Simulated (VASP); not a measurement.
# Al15As16 (a cell with a defect) in VASP: a series of runs, part 2 of 2

VASP 6.6.1. Earlier steps stand in the parts before.

## (4) Single point, PBE, collinear spin (atoms taken out, then relaxed in part)

Input file INCAR:

```
SYSTEM = Al15As16
PREC = Accurate
ENCUT = 400
EDIFF = 1E-6
ISMEAR = 0
SIGMA = 0.01
LREAL = Auto
LASPH = .True.
NELM = 200
ALGO = Normal
ISIF = 2
LWAVE = .False.
LCHARG = .False.
ISPIN = 2
MAGMOM = 0 0 0 0 0 0 0 0 0 0 0 0 0 0 0 0.5 0 0 0 0 0 0 0 0 0 0 0 0 0.5 0.5 0.5
LORBIT = 11
GGA = PE
NBANDS = 88
NELECT = 126.0
GGA_COMPAT = .False.
```

Input file KPOINTS:

```
Automatic mesh
0
Gamma
  3 3 3
  0 0 0
```

Input file POSCAR:

```
Al15As16
1.0
    5.7279123210      5.7279123210      5.7279123210
   -5.7279123210      5.7279123210     -5.7279123210
   -5.7279123210     -5.7279123210      5.7279123210
Al As
15 16
Direct
    0.5000000000      0.5002743559     -0.0066220851
    0.7433779149      0.5002743559      0.7500000000
    0.5000000000      0.2500000000      0.2500000000
    0.7497256441      0.2431035590     -0.0002743559
    0.0000000000      0.2500000000      0.7500000000
    0.5000000000     -0.0066220851      0.5002743559
    0.7497256441     -0.0002743559      0.2431035590
   -0.0068964410     -0.0002743559     -0.0002743559
    0.2502743559     -0.0066220851      0.7500000000
    0.7433779149      0.7500000000      0.5002743559
    0.0000000000      0.7500000000      0.2500000000
    0.2502743559      0.7500000000     -0.0066220851
    0.0068964410      0.5066220851      0.5066220851
    0.2566220851      0.5066220851      0.2568964410
    0.2566220851      0.2568964410      0.5066220851
    0.7344918622     -0.0155081378     -0.0155081378
    0.7487257107      0.7500000000      0.2491689857
   -0.0008310143      0.7500000000     -0.0012742893
    0.7504432750      0.5012742893      0.5012742893
    0.0008310143      0.4995567250      0.2508310143
    0.2512742893      0.5012742893      0.0004432750
    0.7487257107      0.2491689857      0.7500000000
    0.0008310143      0.2508310143      0.4995567250
    0.2495567250      0.2508310143      0.2508310143
    0.5000000000      0.2491689857     -0.0012742893
   -0.0008310143     -0.0012742893      0.7500000000
    0.2512742893      0.0004432750      0.5012742893
    0.5000000000     -0.0012742893      0.2491689857
    0.2655081378      0.7500000000      0.7500000000
    0.5000000000      0.7500000000      0.5155081378
    0.5000000000      0.5155081378      0.7500000000
```

Potentials or basis: VASP PAW PBE potentials, release 64 (Al, As).

Launch:

```sh
$ cat potpaw_PBE.64/Al/POTCAR potpaw_PBE.64/As/POTCAR > POTCAR
$ mpirun -np 1 vasp_std > vasp.out
```

OUTCAR:

```text
SYSTEM = Al15As16
   PREC = Accurate
   ENCUT = 400
   EDIFF = 1E-6
   ISMEAR = 0
   LREAL = Auto
   LASPH = .True.
   NELM = 200
   ISIF = 2
   ISPIN = 2
   LORBIT = 11
   GGA = PE
   NELECT = 126.0

 ion  position               nearest neighbor table
   1  0.500  0.500  0.993-  31 2.47  21 2.50  17 2.50  25 2.51
   2  0.743  0.500  0.750-  31 2.47  19 2.50  18 2.50  22 2.51
   3  0.500  0.250  0.250-  25 2.49  28 2.49  19 2.49  24 2.49
   4  0.750  0.243  1.000-  16 2.47  22 2.50  25 2.50  20 2.51
   5  0.000  0.250  0.750-  21 2.49  22 2.49  26 2.49  23 2.49
   6  0.500  0.993  0.500-  30 2.47  27 2.50  22 2.50  28 2.51
   7  0.750  1.000  0.243-  16 2.47  17 2.50  28 2.50  23 2.51
   8  0.993  1.000  1.000-  16 2.47  18 2.50  26 2.50  24 2.51
   9  0.250  0.993  0.750-  29 2.47  27 2.50  25 2.50  26 2.51
  10  0.743  0.750  0.500-  30 2.47  26 2.50  19 2.50  17 2.51
  11  0.000  0.750  0.250-  17 2.49  18 2.49  27 2.49  20 2.49
  12  0.250  0.750  0.993-  29 2.47  28 2.50  21 2.50  18 2.51
  13  0.007  0.507  0.507-  29 2.47  23 2.50  20 2.50  19 2.51
  14  0.257  0.507  0.257-  30 2.47  24 2.50  20 2.50  21 2.51
  15  0.257  0.257  0.507-  31 2.47  24 2.50  23 2.50  27 2.51
  16  0.734  0.984  0.984-   4 2.47   7 2.47   8 2.47
  17  0.749  0.750  0.249-  11 2.49   1 2.50   7 2.50  10 2.51
  18  0.999  0.750  0.999-  11 2.49   2 2.50   8 2.50  12 2.51
  19  0.750  0.501  0.501-   3 2.49   2 2.50  10 2.50  13 2.51
  20  0.001  0.500  0.251-  11 2.49  13 2.50  14 2.50   4 2.51
  21  0.251  0.501  0.000-   5 2.49   1 2.50  12 2.50  14 2.51
  22  0.749  0.249  0.750-   5 2.49   6 2.50   4 2.50   2 2.51
  23  0.001  0.251  0.500-   5 2.49  13 2.50  15 2.50   7 2.51
  24  0.250  0.251  0.251-   3 2.49  14 2.50  15 2.50   8 2.51
  25  0.500  0.249  0.999-   3 2.49   9 2.50   4 2.50   1 2.51
  26  0.999  0.999  0.750-   5 2.49  10 2.50   8 2.50   9 2.51
  27  0.251  0.000  0.501-  11 2.49   9 2.50   6 2.50  15 2.51
  28  0.500  0.999  0.249-   3 2.49  12 2.50   7 2.50   6 2.51
  29  0.266  0.750  0.750-  13 2.47  12 2.47   9 2.47
  30  0.500  0.750  0.516-  14 2.47  10 2.47   6 2.47
  31  0.500  0.516  0.750-  15 2.47   2 2.47   1 2.47

  LATTYP: Found a body centered cubic cell.
 ALAT       =    11.4558246420

  Lattice vectors:

 A1 = (   5.7279123210,   5.7279123210,   5.7279123210)
 A2 = (  -5.7279123210,   5.7279123210,  -5.7279123210)
 A3 = (  -5.7279123210,  -5.7279123210,   5.7279123210)

Analysis of symmetry for initial positions (statically):
=====================================================================
 Subroutine PRICEL returns:
 Original cell was already a primitive cell.

 Routine SETGRP: Setting up the symmetry group for a
 body centered cubic supercell.

 Subroutine GETGRP returns: Found 24 space group operations
 (whereof  2 operations were pure point group operations)
 out of a pool of 48 trial point group operations.

The static configuration has the point symmetry C_1h.
 The point group associated with its full space group is T_d .

Analysis of symmetry for dynamics (positions and initial velocities):
=====================================================================
 Subroutine PRICEL returns:
 Original cell was already a primitive cell.

 Routine SETGRP: Setting up the symmetry group for a
 body centered cubic supercell.

 Subroutine GETGRP returns: Found 24 space group operations
 (whereof  2 operations were pure point group operations)
 out of a pool of 48 trial point group operations.

The dynamic configuration has the point symmetry C_1h.
[... 167 lines left out ...]
   ISMEAR =     0;   SIGMA  =   0.01  broadening in eV -4-tet -1-fermi 0-gaus
   EFERMI_NEDOS =   21; number of points for ismear=-14 and -15
   IALGO  =     38    algorithm
   IMIX   =      4    mixing-type and parameters
     AMIX     =   0.40;   BMIX     =  1.00
     AMIX_MAG =   1.60;   BMIX_MAG =  1.00
  volume/ion in A,a.u.               =      24.25       163.64
  Fermi-wavevector in a.u.,A,eV,Ry     =   0.902642  1.705745 11.085507  0.814762
  Thomas-Fermi vector in A             =   2.025870
   LORBIT       =     11    0 simple, 1 ext, 2 COOP (PROOUT), +10 PAW based schemes
   GGA     = PE    functional components
   LHFCALC =     F    Hartree Fock is set to
   AEXX    =    0.0000 exact exchange contribution
   IVDW    =     0    specifies the selected vdW correction
   LEPSILON=     F    determine dielectric tensor
   LRPA    =     F    only Hartree local field effects (RPA)
 spin polarized calculation
 Gauss-broadening in eV      SIGMA  =   0.01
  energy-cutoff  :      400.00
  volume of cell :      751.71
 maximum number of plane-waves:     13668
 NGX is ok and might be reduce to    70
   NGX = 33   NGY = 33   NGZ = 33

 number of electron     125.9999984 magnetization       0.8888798

 Free energy of the ion-electron system (eV)
  ---------------------------------------------------
  ext. energy  EPLUGINS =         0.00000000
  ---------------------------------------------------
  free energy    TOTEN  =      -139.03431449 eV

  energy without entropy =     -139.03254851  energy(sigma->0) =     -139.03343150

 E-fermi :   3.4210     XC(G=0):  -8.8449

 val. band max:        3.4066227094   @ k =   0.3333   0.3333   0.0000
 cond. band min:       3.4272213681   @ k =   0.3333   0.3333   0.0000
 fundamental gap:      0.0205986586
 Fermi energy:         3.4210415176

 spin component 1

 k-point     1 :       0.0000    0.0000    0.0000
  band No.  band energies     occupation
      1      -8.2979      1.00000
      2      -7.1290      1.00000
      3      -7.1290      1.00000
      4      -7.1290      1.00000
      5      -7.1282      1.00000
      6      -7.1282      1.00000
[... 301 lines left out ...]
     74       6.4957      0.00000
     75       6.6221      0.00000
 Fermi energy:         3.4210415176

 spin component 2

 k-point     1 :       0.0000    0.0000    0.0000
  band No.  band energies     occupation
      1      -8.2768      1.00000
      2      -7.1181      1.00000
      3      -7.1181      1.00000
      4      -7.1181      1.00000
      5      -7.1160      1.00000
      6      -7.1160      1.00000
[... 301 lines left out ...]
     74       6.5104      0.00000
     75       6.6374      0.00000
 [bands above 75 left out]

------------------------ aborting loop because EDIFF is reached ----------------------------------------

  FORCE on cell =-STRESS in cart. coord.  units (eV):
  Direction    XX          YY          ZZ          XY          YZ          ZX
  --------------------------------------------------------------------------------------
  -------------------------------------------------------------------------------------
  Total        3.9996789      3.9996789      3.9996789      0.0000000      0.0000000      0.0000000
  in kB        8.5248478      8.5248478      8.5248478      0.0000000      0.0000000      0.0000000
  external PRESSURE =       8.5248478 kB  Pullay stress =       0.0000000 kB

 VOLUME and BASIS-vectors are now :
 -----------------------------------------------------------------------------
  energy-cutoff  :      400.00
  volume of cell :      751.71
      direct lattice vectors                 reciprocal lattice vectors
     5.727912321  5.727912321  5.727912321     0.000000000  0.087291839  0.087291839
    -5.727912321  5.727912321 -5.727912321    -0.087291839  0.087291839  0.000000000
    -5.727912321 -5.727912321  5.727912321    -0.087291839  0.000000000  0.087291839

 POSITION                                       TOTAL-FORCE (eV/Angst)
 -----------------------------------------------------------------------------------
     -5.69155      0.03950      5.68841         0.014046     -0.012026      0.012026
     -2.90346      2.82760      5.68841         0.012026     -0.014046      0.012026
      0.00000      2.86396      2.86396        -0.000000      0.000000     -0.000000
     -2.82445     -0.03950      8.62823        -0.012026      0.012026      0.014046
     -5.72791     -2.86396      2.86396        -0.000000      0.000000     -0.000000
     -5.69155      5.68841      0.03950         0.014046      0.012026     -0.012026
[... 23 lines left out ...]
     -4.38476      4.20710      1.52081        -0.010539     -0.010539      0.010539
     -4.38476      1.52081      4.20710        -0.010539      0.010539     -0.010539
 -----------------------------------------------------------------------------------
    total drift:                                0.000007     -0.000010     -0.000007

  FREE ENERGIE OF THE ION-ELECTRON SYSTEM (eV)
  ---------------------------------------------------
  free  energy   TOTEN  =      -139.0343144889 eV

  energy  without entropy=     -139.0325485092  energy(sigma->0) =     -139.03343150

 total charge

# of ion       s       p       d       tot
------------------------------------------
    1        0.408   0.355   0.000   0.763
    2        0.408   0.355   0.000   0.763
    3        0.408   0.357   0.000   0.765
    4        0.408   0.355   0.000   0.763
    5        0.408   0.357   0.000   0.765
    6        0.408   0.355   0.000   0.763
[... 23 lines left out ...]
   30        1.236   1.548   0.022   2.806
   31        1.236   1.548   0.022   2.806
--------------------------------------------------
tot         25.471  31.242   0.369  57.081

 magnetization (x)

# of ion       s       p       d       tot
------------------------------------------
    1       -0.000   0.001   0.000   0.001
    2       -0.000   0.001   0.000   0.001
    3       -0.000   0.002   0.000   0.002
    4       -0.000   0.001   0.000   0.001
    5       -0.000   0.002   0.000   0.002
    6       -0.000   0.001   0.000   0.001
[... 23 lines left out ...]
   30        0.007   0.068   0.000   0.075
   31        0.007   0.068   0.000   0.075
--------------------------------------------------
tot          0.028   0.390   0.001   0.419
```

Wall time 16 min (1 thread of Oxide Virtual Turin-like, shared host); peak memory 1 GiB.

Results:

```
Free energy                                           : -139.0343 eV
Largest force                                         : 0.027 eV/Å
Net moment                                            : 0.89 μB per cell
Site moments                                          : Al +0.00; As +0.07, +0.01 (each value once) μB
Valence electrons inside the program's atomic spheres : Al 0.76, 0.77 (each value once); As 2.81, 2.87 (each value once)
```

Forces in eV/Å, atoms in the order of the input:
```
Al   0.014 -0.012  0.012
Al   0.012 -0.014  0.012
Al   0.000  0.000  0.000
Al  -0.012  0.012  0.014
Al   0.000  0.000  0.000
Al   0.014  0.012 -0.012
Al  -0.012  0.014  0.012
Al  -0.014  0.012  0.012
Al  -0.012 -0.014 -0.012
Al   0.012  0.012 -0.014
Al   0.000  0.000  0.000
Al  -0.012 -0.012 -0.014
Al  -0.014 -0.012 -0.012
Al   0.012  0.014 -0.012
Al   0.012 -0.012  0.014
As   0.011 -0.011 -0.011
As  -0.015 -0.015  0.017
As   0.015  0.015  0.017
As   0.017  0.015  0.015
As   0.015 -0.015 -0.017
As  -0.015 -0.017  0.015
As  -0.015  0.017 -0.015
As   0.015 -0.017 -0.015
As   0.017 -0.015 -0.015
As  -0.017  0.015 -0.015
As   0.015  0.017  0.015
As  -0.015  0.015 -0.017
As  -0.017 -0.015  0.015
As   0.011  0.011  0.011
As  -0.011 -0.011  0.011
As  -0.011  0.011 -0.011
```

Caveat: the cell carries a net charge on a neutralising background, which shifts energy and pressure; the cell differs from its parent crystal (atoms taken out, then relaxed in part); the cell is charged against a uniform background, so pressure and absolute levels hang on convention.
